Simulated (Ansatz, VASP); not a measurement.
## PbS in VASP and in Ansatz

File POSCAR:

```
PbS
1.0
    0.0000000000      2.9634420000      2.9634420000
    2.9634420000      0.0000000000      2.9634420000
    2.9634420000      2.9634420000      0.0000000000
Pb S
1 1
Direct
    0.0000000000      0.0000000000      0.0000000000
    0.5000000000      0.5000000000      0.5000000000
```

Contents of INCAR.step1:

```
SYSTEM = PbS
PREC = Accurate
ENCUT = 520
EDIFF = 1E-5
ISMEAR = -1
SIGMA = 0.1
LREAL = .FALSE.
LASPH = .TRUE.
NELM = 150
ALGO = Normal
ISIF = 2
LWAVE = .TRUE.
LCHARG = .FALSE.
LNONCOLLINEAR = .TRUE.
MAGMOM = 0 0 0 0 0 0
LORBIT = 11
LSORBIT = .TRUE.
GGA_COMPAT = .FALSE.
LORBMOM = .TRUE.
GGA = PE
NBANDS = 32
```

The input INCAR.step2:

```
SYSTEM = PbS
PREC = Accurate
ENCUT = 520
EDIFF = 1E-6
ISMEAR = -1
SIGMA = 0.1
LREAL = .FALSE.
LASPH = .TRUE.
NELM = 150
ALGO = Normal
ISIF = 2
LWAVE = .FALSE.
LCHARG = .FALSE.
LNONCOLLINEAR = .TRUE.
MAGMOM = 0 0 0 0 0 0
LORBIT = 11
LSORBIT = .TRUE.
GGA_COMPAT = .FALSE.
LORBMOM = .TRUE.
GGA = PE
LHFCALC = .TRUE.
HFSCREEN = 0.2079
PRECFOCK = Normal
ISTART = 1
NBANDS = 32
```

KPOINTS

```
regular mesh
0
G
  3 3 3
  0 0 0
```

Input for Ansatz:

```yaml
crystal:
  lattice:
    - [0.0, 2.963442, 2.963442]
    - [2.963442, 0.0, 2.963442]
    - [2.963442, 2.963442, 0.0]
  atoms:
    - { symbol: Pb, position: [0.0, 0.0, 0.0] }
    - { symbol: S, position: [0.5, 0.5, 0.5] }
kpoints:
  mp_grid: { grid: [3, 3, 3], shift: [0, 0, 0] }
magnetization:
  noncollinear: true
  spin_orbit: true
scf:
  occupations: { method: fermi_dirac }
hamiltonian:
  pseudopotentials: { kind: paw_fr }
  xc: hse06
basis:
  ecutwfc: 420
  fft_grid_basis: typed
output:
  forces: true
  stress: true
  eigenvalues: true
  bader: true
  populations: true
  elf: true
  write_potential: true
  volumetric_format: npy
  dos:
    e_range: [-12, 8]
    de: 0.05
    projected: { site_lists: { Pb: [Pb], S: [S] } }
    method: { smearing: { sigma: 0.1, scheme: gaussian } }
```

Alike in both runs: task single point; functional HSE06; k mesh 3 × 3 × 3; non-collinear spin, spin-orbit coupling.

|  | VASP | Ansatz |
| --- | --- | --- |
| version | VASP 6.6.1 | Ansatz 0.2.0 |
| potentials or method | VASP PAW PBE potentials, release 64 (Pb_d, S), cutoff 520 eV | PAW plane waves |
| occupations | fermi-dirac, width 0.1 eV | fermi-dirac |
| valence electrons in the cell | 20 | 20 |

```tsv
	VASP	Ansatz	Ansatz less VASP
pressure (GPa)	-0.4	-0.4	+0.01
net moment per atom (μB)	0.00	0.00	0.000
```

Ansatz's warnings: stress exchange threshold loose, stress scf threshold loose.

The k mesh is coarse, so the values compare programs but aren't converged.
